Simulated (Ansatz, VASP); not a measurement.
## SrO: VASP beside Ansatz

```
Sr O
1.0
     3.60664    0.00000    0.00000
    -1.80332    3.12344    0.00000
     0.00000    0.00000    6.29444
Sr O
2 2
Cartesian
  0.0000 2.0823 1.5845
  1.8033 1.0411 4.7317
  0.0000 0.0000 -0.0597
  0.0000 0.0000 3.0875
```

Change from the starting cell: mode 8 frozen in at -0.059 Å, equal normal strain along x, y and z +0.0083.

Alike in both runs: task single point; functional PBE; k mesh 9 × 9 × 4; occupations gaussian, width 0.05 eV; no spin polarisation.

```csv
,VASP,Ansatz
version,VASP 6.6.1,Ansatz 0.2.0
potentials or method,"VASP PAW PBE potentials, release 64 (Sr_sv, O), cutoff 520 eV","scalar-relativistic, plane waves, PAW"
valence electrons in the cell,32,32
```

|  | VASP | Ansatz | Ansatz less VASP |
| --- | --- | --- | --- |
| gap on the k mesh at the Fermi level (eV) | 2.85 | 2.86 | +0.004 |
| least direct gap on the mesh (eV) | 2.85 | 2.86 | +0.004 |
| pressure (GPa) | -1.3 | -1.8 | -0.47 |
| traceless stress, the component that is largest in VASP (GPa) | -0.19 | -0.18 | +0.011 |
| rms of the force components (eV/Å) | 0.072 | 0.067 | -0.0052 |

Atom by atom the forces differ by 0.005 eV/Å (rms over components).
